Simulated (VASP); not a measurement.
Here is a VASP 6.6.1 calculation.

INCAR

```
SYSTEM = Hf
PREC     = Accurate       ! precision mode
ENCUT    = 600            ! plane-wave cutoff, eV
EDIFF    = 1E-6           ! SCF threshold, eV
ISMEAR   = -1             ! smearing method
SIGMA    = 0.08           ! smearing width, eV
LREAL    = .FALSE.        ! projectors in reciprocal space
LASPH    = .TRUE.         ! aspherical terms in the spheres
NELM     = 100            ! most SCF steps
ALGO     = Normal         ! electronic algorithm
ISIF     = 3              ! what is computed and relaxed
LWAVE    = .FALSE.        ! write WAVECAR
LCHARG   = .FALSE.        ! write CHGCAR
GGA      = PE             ! functional
IBRION   = 2              ! ionic algorithm
NSW      = 32             ! ionic steps
EDIFFG   = -0.005         ! ionic threshold
PSTRESS  = 120.0
```

Contents of KPOINTS:

```
Automatic mesh
0
G
  16 16 16
  0 0 0
```

The input POSCAR:

```
Hf
1.0
   -1.7142133348      1.7142133348      1.7142133348
    1.7142133348     -1.7142133348      1.7142133348
    1.7142133348      1.7142133348     -1.7142133348
Hf
1
Direct
    0.0000000000      0.0000000000      0.0000000000
```

Potentials or basis: VASP PAW PBE potentials, release 64 (Hf_pv).

The run is started by

```bash
$ cat potpaw_PBE.64/Hf_pv/POTCAR > POTCAR
$ mpirun -np 1 vasp_std > vasp.out
```

Task: Estimate the relaxed volume.

Result: 20.11 Å³/atom.

Task: What does it give for the relaxed cell?

Result: a = 2.967 Å, b = 2.967 Å, c = 2.967 Å, α = 109.47°, β = 109.47°, γ = 109.47°.

Task: Estimate the space group after relaxing (to 0.05 Å).

Result: Im-3m (No. 229).

The path:
```csv
step,energy change (eV),largest force (eV/Å),pressure (GPa),volume (Å³)
1,0.0000,0.0000,11.70,20.15
2,0.0082,0.0000,12.42,20.04
3,0.0032,0.0000,12.01,20.11
```

Caveat: the cell is relaxed towards a set pressure, so the enthalpy falls and the energy may rise.
